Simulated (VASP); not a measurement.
Wanted: the native input for a VASP 6.6.1 run.

```
Task                   : single point
Functional             : r2SCAN
Potentials or basis    : VASP PAW PBE potentials, release 64 (La, C)
Cutoff                 : 520 eV
k mesh                 : 12 × 12 × 12
Occupations            : gaussian, width 0.05 eV
Spin                   : no spin polarisation
Dipole correction      : no
Further INCAR settings : ALGO = Normal; EDIFF = 1e-07; NBANDS = 14
```

LaC:

```
La C
1.0
     0.00000    2.71658    2.71658
     2.71658    0.00000    2.71658
     2.71658    2.71658    0.00000
La C
1 1
Direct
  0.50000 0.50000 0.50000
  0.00000 0.00000 0.00000
```

These files were run (other wordings do the same):

POSCAR

```
LaC
1.0
    0.0000000000      2.7165836941      2.7165836941
    2.7165836941      0.0000000000      2.7165836941
    2.7165836941      2.7165836941      0.0000000000
La C
1 1
Direct
    0.5000000000      0.5000000000      0.5000000000
    0.0000000000      0.0000000000      0.0000000000
```

INCAR.step1

```
  PREC = Accurate
  ENCUT = 520
  ISMEAR = 0
  SIGMA = 0.05
  LREAL = False
  LASPH = True
  NELM = 60
  NBANDS = 14
  GGA = PE
  ALGO = Normal
  EDIFF = 1E-4
  LWAVE = True
  LCHARG = False
```

INCAR.step2

```
  PREC = Accurate
  ENCUT = 520
  EDIFF = 1E-7
  ISMEAR = 0
  SIGMA = 0.05
  LREAL = False
  LASPH = True
  NELM = 60
  ALGO = Normal
  ISIF = 2
  LWAVE = False
  LCHARG = True
  METAGGA = R2SCAN
  LMIXTAU = True
  LELF = True
  LVHAR = True
  NBANDS = 14
  ISTART = 1
```

KPOINTS

```
regular mesh
0
Gamma
  12 12 12
```

Potentials or basis: VASP PAW PBE potentials, release 64 (La, C).

The run is started by

```sh
$ cat potpaw_PBE.64/La/POTCAR potpaw_PBE.64/C/POTCAR > POTCAR
$ cp INCAR.step1 INCAR
$ mpirun -np 1 vasp_std > vasp.out
$ cp INCAR.step2 INCAR
$ mpirun -np 1 vasp_std > vasp.out
```

It gave:

The pressure is 0.4 GPa.

Caveat: the PAW data sets were made with another functional, which shifts forces and pressure a little.

Run time: 5.4 min on 1 thread of Intel(R) Xeon(R) Platinum 8488C (Sapphire Rapids), with other jobs on the host, peak memory 0.21 GiB.
